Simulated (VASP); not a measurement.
# In2O (P-3m1) in VASP: electric field gradients with PBE

Aim: the electric field gradients of In2O with PBE.

All numbers are computed with VASP 6.6.1; they aren't measurements. Logs are shortened: lines on timing, memory, paths and dates and some standing lists are left out, and cuts for length are marked.

**1. The cell of the first run**

It takes space group P-3m1 (No. 164, trigonal). Conventional cell: a = 3.433 Å, b = 3.433 Å, c = 12.704 Å, α = 90.00°, β = 90.00°, γ = 120.00°. Within 3.0 Å of In (site symmetry 3m) lie 3 O at 2.20 Å and 1 In at 2.98 Å. Within 3.2 Å of In (site symmetry 3m) lie 1 O at 2.43 Å. Within 2.9 Å of O (site symmetry 3m) lie 4 In at 2.20 to 2.43 Å.

**2. Electric field gradients, PBE**

INCAR reads:

```
SYSTEM = In2O
ALGO = Normal
EDIFF = 1E-8
ENCUT = 520
GGA = PE
ISIF = 2
ISMEAR = -1
LASPH = .True.
LCHARG = .False.
LEFG = .True.
LREAL = .False.
LWAVE = .False.
NBANDS = 41
NELM = 80
PREC = Accurate
SIGMA = 0.15
```

KPOINTS reads:

```
k-points
0
Gamma
  12 12 4
  0 0 0
```

POSCAR reads:

```
In2O
1.0
    3.4330555846      0.0000000000      0.0000000000
   -1.7165277923      2.9731133489      0.0000000000
    0.0000000000      0.0000000000     12.7039100544
In O
4 2
Direct
    0.0000000000      0.0000000000      0.3826866169
    0.0000000000      0.0000000000      0.6173133831
    0.6666666667      0.3333333333      0.1160366589
    0.3333333333      0.6666666667      0.8839633411
    0.6666666667      0.3333333333      0.3070938034
    0.3333333333      0.6666666667      0.6929061966
```

Potentials or basis: VASP PAW PBE potentials, release 64 (In_d, O).

Launch:

```sh
$ cat potpaw_PBE.64/In_d/POTCAR potpaw_PBE.64/O/POTCAR > POTCAR
$ mpirun -np 1 vasp_std > vasp.out
```

OUTCAR:

```text
SYSTEM = In2O
   EDIFF = 1E-8
   ENCUT = 520
   GGA = PE
   ISIF = 2
   ISMEAR = -1
   LASPH = .True.
   LREAL = .False.
   NELM = 80
   PREC = Accurate

 ion  position               nearest neighbor table
   1  0.000  0.000  0.383-   5 2.20   5 2.20   5 2.20   2 2.98   3 3.92   3 3.92   3 3.92
   2  0.000  0.000  0.617-   6 2.20   6 2.20   6 2.20   1 2.98   4 3.92   4 3.92   4 3.92
   3  0.667  0.333  0.116-   5 2.43   4 3.55   4 3.55   4 3.55   1 3.92   1 3.92   1 3.92
   4  0.333  0.667  0.884-   6 2.43   3 3.55   3 3.55   3 3.55   2 3.92   2 3.92   2 3.92
   5  0.667  0.333  0.307-   1 2.20   1 2.20   1 2.20   3 2.43
   6  0.333  0.667  0.693-   2 2.20   2 2.20   2 2.20   4 2.43

  LATTYP: Found a hexagonal cell.
 ALAT       =     3.4330555846
 C/A-ratio  =     3.7004673363

  Lattice vectors:

 A1 = (   3.4330555846,   0.0000000000,   0.0000000000)
 A2 = (  -1.7165277923,   2.9731133489,   0.0000000000)
 A3 = (   0.0000000000,   0.0000000000,  12.7039100544)

Analysis of symmetry for initial positions (statically):
=====================================================================
 Subroutine PRICEL returns:
 Original cell was already a primitive cell.

 Routine SETGRP: Setting up the symmetry group for a
 hexagonal supercell.

 Subroutine GETGRP returns: Found 12 space group operations
 (whereof 12 operations were pure point group operations)
 out of a pool of 24 trial point group operations.

The static configuration has the point symmetry D_3d.

Analysis of symmetry for dynamics (positions and initial velocities):
=====================================================================
 Subroutine PRICEL returns:
 Original cell was already a primitive cell.

 Routine SETGRP: Setting up the symmetry group for a
 hexagonal supercell.

 Subroutine GETGRP returns: Found 12 space group operations
 (whereof 12 operations were pure point group operations)
 out of a pool of 24 trial point group operations.

The dynamic configuration has the point symmetry D_3d.

 Subroutine INISYM returns: Found 12 space group operations
 (whereof 12 operations are pure point group operations),
 and found     1 'primitive' translations

----------------------------------------------------------------------------------------

                                     Primitive cell

  volume of cell :     129.6671

  direct lattice vectors                    reciprocal lattice vectors
     3.433055585  0.000000000  0.000000000     0.291285700  0.168173877  0.000000000
    -1.716527792  2.973113349  0.000000000     0.000000000  0.336347755  0.000000000
     0.000000000  0.000000000 12.703910054     0.000000000  0.000000000  0.078715923

  length of vectors
     3.433055585  3.433055585 12.703910054     0.336347755  0.336347755  0.078715923

  position of ions in fractional coordinates (direct lattice)
     0.000000000  0.000000000  0.382686617
     0.000000000  0.000000000  0.617313383
     0.666666667  0.333333333  0.116036659
     0.333333333  0.666666667  0.883963341
     0.666666667  0.333333333  0.307093803
     0.333333333  0.666666667  0.692906197

  ion indices of the primitive-cell ions
   primitive index   ion index
                 1           1
                 2           2
                 3           3
                 4           4
                 5           5
                 6           6

----------------------------------------------------------------------------------------

 KPOINTS: k-points

Automatic generation of k-mesh.
 Grid dimensions read from file:
 generate k-points for:   12   12    4

 Generating k-lattice:

  Cartesian coordinates                     Fractional coordinates (reciprocal lattice)
[... 54 lines left out ...]
   ISPIN  =      1    spin polarized calculation?
   LNONCOLLINEAR =      F non collinear calculations
   LSORBIT =      F    spin-orbit coupling
   LASPH  =      T    aspherical Exc in radial PAW
   ENCUT  =  520.0 eV  38.22 Ry    6.18 a.u.   6.38  6.38 23.62*2*pi/ulx,y,z
   NELM   =     80;   NELMIN=  2; NELMDL= -5     # of ELM steps
   EDIFF  = 0.1E-07   stopping-criterion for ELM
   LREAL  =      F    real-space projection
   EDIFFG = 0.1E-06   stopping-criterion for IOM
   NSW    =      0    number of steps for IOM
   IBRION =     -1    ionic relax: 0-MD 1-quasi-New 2-CG
   NFREE  =      0    steps in history (QN), initial steepest desc. (CG)
   ISIF   =      2    stress and relaxation
   ISYM   =      2    0-nonsym 1-usesym 2-fastsym
   POTIM  = 0.5000    time-step for ionic-motion
   TEBEG  =    0.0;   TEEND  =   0.0 temperature during run
   PSTRESS=    0.0 pullay stress
   NELECT =      64.0000    total number of electrons
   NUPDOWN=      -1.0000    fix difference up-down
   EMIN   =  10.00;   EMAX   =-10.00  energy-range for DOS
   EFERMI =   0.00;   METHOD = LEGACY
   ISMEAR =    -1;   SIGMA  =   0.15  broadening in eV -4-tet -1-fermi 0-gaus
   EFERMI_NEDOS =   21; number of points for ismear=-14 and -15
   IALGO  =     38    algorithm
   IMIX   =      4    mixing-type and parameters
     AMIX     =   0.40;   BMIX     =  1.00
     AMIX_MAG =   1.60;   BMIX_MAG =  1.00
  volume/ion in A,a.u.               =      21.61       145.84
  Fermi-wavevector in a.u.,A,eV,Ry     =   1.293774  2.444877 22.774110  1.673850
  Thomas-Fermi vector in A             =   2.425398
   LORBIT       =      0    0 simple, 1 ext, 2 COOP (PROOUT), +10 PAW based schemes
   GGA     = PE    functional components
   LHFCALC =     F    Hartree Fock is set to
   AEXX    =    0.0000 exact exchange contribution
   IVDW    =     0    specifies the selected vdW correction
   LEPSILON=     F    determine dielectric tensor
   LRPA    =     F    only Hartree local field effects (RPA)
 non-spin polarized calculation
  energy-cutoff  :      520.00
  volume of cell :      129.67
 maximum number of plane-waves:      3527
 NGX is ok and might be reduce to    28
   NGX = 13   NGY = 13   NGZ = 47

 number of electron      63.9999995 magnetization

 Free energy of the ion-electron system (eV)
  ---------------------------------------------------
  ext. energy  EPLUGINS =         0.00000000
  ---------------------------------------------------
  free energy    TOTEN  =       -24.79632978 eV

  energy without entropy =      -24.67788196  energy(sigma->0) =      -24.73710587

 E-fermi :   6.5539     XC(G=0):  -9.8520

 val. band max:        6.5481661171   @ k =   0.2500   0.0833   0.2500
 cond. band min:       6.5624815698   @ k =  -0.0833   0.3333   0.2500
 fundamental gap:      0.0143154527
 Fermi energy:         6.5539265376

 k-point     1 :       0.0000    0.0000    0.0000
  band No.  band energies     occupation
      1     -13.0256      2.00000
      2     -13.0164      2.00000
      3      -8.7524      2.00000
      4      -8.6926      2.00000
      5      -8.6926      2.00000
      6      -8.6858      2.00000
[... 1045 lines left out ...]
     40      13.4934      0.00000
     41      13.5951      0.00000

 [... further k-points ...]

------------------------ aborting loop because EDIFF is reached ----------------------------------------

  FORCE on cell =-STRESS in cart. coord.  units (eV):
  Direction    XX          YY          ZZ          XY          YZ          ZX
  --------------------------------------------------------------------------------------
  -------------------------------------------------------------------------------------
  Total        0.0896293      0.0896293      0.0274211      0.0000000     -0.0000000     -0.0000000
  in kB        1.1074670      1.1074670      0.3388175      0.0000000     -0.0000000     -0.0000000
  external PRESSURE =       0.8512505 kB  Pullay stress =       0.0000000 kB

 VOLUME and BASIS-vectors are now :
 -----------------------------------------------------------------------------
  energy-cutoff  :      520.00
  volume of cell :      129.67
      direct lattice vectors                 reciprocal lattice vectors
     3.433055585  0.000000000  0.000000000     0.291285700  0.168173877  0.000000000
    -1.716527792  2.973113349  0.000000000     0.000000000  0.336347755  0.000000000
     0.000000000  0.000000000 12.703910054     0.000000000  0.000000000  0.078715923

 POSITION                                       TOTAL-FORCE (eV/Angst)
 -----------------------------------------------------------------------------------
      0.00000      0.00000      4.86162         0.000000      0.000000      0.035782
      0.00000      0.00000      7.84229         0.000000      0.000000     -0.035782
      1.71653      0.99104      1.47412         0.000000      0.000000     -0.003899
     -0.00000      1.98208     11.22979         0.000000     -0.000000      0.003899
      1.71653      0.99104      3.90129        -0.000000      0.000000     -0.034372
     -0.00000      1.98208      8.80262         0.000000     -0.000000      0.034372
 -----------------------------------------------------------------------------------
    total drift:                               -0.000000      0.000000      0.000000

  FREE ENERGIE OF THE ION-ELECTRON SYSTEM (eV)
  ---------------------------------------------------
  free  energy   TOTEN  =       -24.7963297816 eV

  energy  without entropy=      -24.6778819609  energy(sigma->0) =      -24.73710587

 Electric field gradients (V/A^2)
---------------------------------------------------------------------
 ion       V_xx      V_yy      V_zz      V_xy      V_xz      V_yz
---------------------------------------------------------------------
   1      20.037    20.039   -40.076     0.002     0.000    -0.000
   2      20.037    20.039   -40.076     0.002     0.000    -0.000
   3     -24.930   -24.930    49.860     0.000     0.000    -0.000
   4     -24.930   -24.930    49.860     0.000     0.000    -0.000
   5       5.715     5.716   -11.430     0.001    -0.000     0.000
   6       5.715     5.716   -11.430     0.001    -0.000     0.000
---------------------------------------------------------------------

 Electric field gradients after diagonalization (V/A^2)
 (convention: |V_zz| > |V_xx| > |V_yy|)
----------------------------------------------------------------------
 ion       V_xx      V_yy      V_zz     asymmetry (V_yy - V_xx)/ V_zz
----------------------------------------------------------------------
   1      20.040    20.036   -40.076       0.000
   2      20.040    20.036   -40.076       0.000
   3     -24.930   -24.930    49.860       0.000
   4     -24.930   -24.930    49.860       0.000
   5       5.716     5.714   -11.430       0.000
   6       5.716     5.714   -11.430       0.000
----------------------------------------------------------------------

           NMR quadrupolar parameters

 Cq : quadrupolar parameter    Cq=e*Q*V_zz/h
 eta: asymmetry parameters     (V_yy - V_xx)/ V_zz
 Q  : nuclear electric quadrupole moment in mb (millibarn)
----------------------------------------------------------------------
 ion       Cq(MHz)       eta       Q (mb)
----------------------------------------------------------------------
   1      -0.097       0.000       1.000
   2      -0.097       0.000       1.000
   3       0.121       0.000       1.000
   4       0.121       0.000       1.000
   5      -0.028       0.000       1.000
   6      -0.028       0.000       1.000
----------------------------------------------------------------------
```

It took 8.2 min on 1 thread of Intel Xeon Platinum 8259CL at 2.50GHz (Skylake/Cascade Lake), shared host; peak memory 0.43 GiB.

Results:

- Free energy: -24.7963 eV
- Pressure: 0.1 GPa
- Largest force: 0.036 eV/Å
- Band gap on the k mesh: zero (bands 32 and 33 overlap by 1.52 eV)
- Largest electric field gradient by atom: In -40.1, +49.9 (each value once); O -11.4 V/Å²

Forces on the atoms (eV/Å):
```
In   0.000  0.000  0.036
In   0.000  0.000 -0.036
In   0.000  0.000 -0.004
In   0.000  0.000  0.004
O    0.000  0.000 -0.034
O    0.000  0.000  0.034
```

Electric field gradients, principal values (V/Å²):
```tsv
atom	least	middle	greatest (by size)
1 In	20.036	20.040	-40.076
2 In	20.036	20.040	-40.076
3 In	-24.930	-24.930	49.860
4 In	-24.930	-24.930	49.860
5 O	5.714	5.716	-11.430
6 O	5.714	5.716	-11.430
```

Caveat: without QUAD_EFG the Cq values of the log hold for a quadrupole moment of 1 mb, not for the nuclei; spin-orbit coupling is left out, which moves the levels of the heavy elements.
